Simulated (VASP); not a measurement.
# Se: single point with PBE

Se:

```
Se
1.0
     2.88154    0.00000    0.00000
    -1.44077    2.49549    0.00000
     0.00000    0.00000    3.89296
Se
2
Cartesian
  0.0000 1.6637 0.9732
  1.4408 0.8318 2.9197
```

This isn't the form of Se at room conditions, which is trigonal, of chains.

```
Program             : VASP 6.6.1
Task                : single point
Functional          : PBE
Potentials or basis : VASP PAW PBE potentials, release 64 (Se)
Cutoff              : 520 eV
k mesh              : 16 × 16 × 9
Occupations         : fermi-dirac, width 0.05 eV
Spin                : no spin polarisation
```

The pressure is 66.5 GPa. The band gap on the k mesh is zero (bands 6 and 7 overlap by 6.37 eV).

Stress tensor (GPa, compression positive):
```
66.46  0.00  0.00
 0.00 66.46  0.00
 0.00  0.00 66.71
```

Levels at points of the mesh, in eV from the Fermi level:
| k point | band 2 | band 3 | band 4 | band 5 | band 6 | band 7 | band 8 | band 9 | band 10 | band 11 |
| --- | --- | --- | --- | --- | --- | --- | --- | --- | --- | --- |
| (0.00, 0.00, 0.00) | -11.81 | -9.75 | 0.14 | 0.14 | 3.39 | 3.39 | 6.16 | 7.35 | 10.53 | 11.62 |
| (0.50, 0.00, 0.00) | -13.71 | -6.42 | -5.44 | -3.98 | -3.50 | -2.28 | 2.78 | 3.57 | 9.60 | 10.13 |

It took 45 s on 1 thread of Oxide Virtual Turin-like Processor, with other jobs on the host, peak memory 0.14 GiB.

Caveat: the cell stands under pressure.
